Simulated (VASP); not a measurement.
Set up this calculation in VASP 6.6.1, as the native input.

```yaml
Task: relaxation of cell and atoms
Functional: PBE
Dispersion: D3(BJ)
Potentials_or_basis: VASP PAW PBE potentials, release 64 (S, Sn_d)
Cutoff: 600 eV
k_mesh: 12 × 12 × 1
Occupations: gaussian, width 0.03 eV
Spin: no spin polarisation
Further_INCAR_settings: ALGO = Normal; EDIFF = 1e-07; IBRION = 2; EDIFFG = -0.005; NSW = 90; ISIF = 3
```

The structure of SnS2 lies in POSCAR:

```
SnS2                                    
1.0
    3.6626056172      0.0000000000      0.0000000000
   -1.8313028086      3.1719095041      0.0000000000
    0.0000000000      0.0000000000     38.5380000000
  S               Sn            
     8     4
Direct
     0.6666666699999979    0.3333333300000021    0.2331354084159696
     0.3333333300000021    0.6666666699999979    0.3101119045432821
     0.6666666699999979    0.3333333300000021    0.3854236976994243
     0.3333333300000021    0.6666666699999979    0.4623112943516336
     0.6666666699999979    0.3333333300000021    0.5376887056483663
     0.3333333300000021    0.6666666699999979    0.6145763023005757
     0.6666666699999979    0.3333333300000021    0.6898880954567180
     0.3333333300000021    0.6666666699999979    0.7668645915840305
     0.0000000000000000    0.0000000000000000    0.2716497036853103
     0.0000000000000000    0.0000000000000000    0.4238670590043243
     0.0000000000000000    0.0000000000000000    0.5761329409956758
     0.0000000000000000    0.0000000000000000    0.7283502963146897
```

These files were run (other wordings do the same):

INCAR

```
PREC = Accurate
ENCUT = 600
EDIFF = 1E-7
ISMEAR = 0
SIGMA = 0.03
LREAL = F
LASPH = T
NELM = 80
ALGO = Normal
ISIF = 3
LWAVE = F
LCHARG = F
GGA = PE
IVDW = 12
IBRION = 2
NSW = 90
EDIFFG = -0.005
LATTICE_CONSTRAINTS = .TRUE. .TRUE. .FALSE.
KPAR = 8
```

KPOINTS

```
Automatic mesh
0
Gamma
  12 12 1
```

Potentials or basis: VASP PAW PBE potentials, release 64 (S, Sn_d).

Launch:

```sh
$ cat potpaw_PBE.64/S/POTCAR potpaw_PBE.64/Sn_d/POTCAR > POTCAR
$ mpirun -np 8 vasp_std > vasp.out
```

Results of the run:

- Relaxed cell: a = 3.666 Å, b = 3.666 Å, c = 38.538 Å, α = 90.00°, β = 90.00°, γ = 120.00°
- Space group after relaxing (to 0.1 Å): P-3m1 (No. 164)
- Energy gained by relaxing: 0.1 meV/atom
- Ionic steps: 36
- Largest force after relaxing: 0.004 eV/Å
- Band gap on the k mesh: 1.42 eV (least direct gap 1.69 eV)
- Dispersion energy per atom: -0.303 eV

Caveat: spin-orbit coupling is left out, which moves the levels of the heavy elements.

Wall time 33 min on 8 MPI ranks on AMD EPYC 9R45 96-Core Processor (Zen 5), on a shared host, peak memory 0.99 GiB a rank.
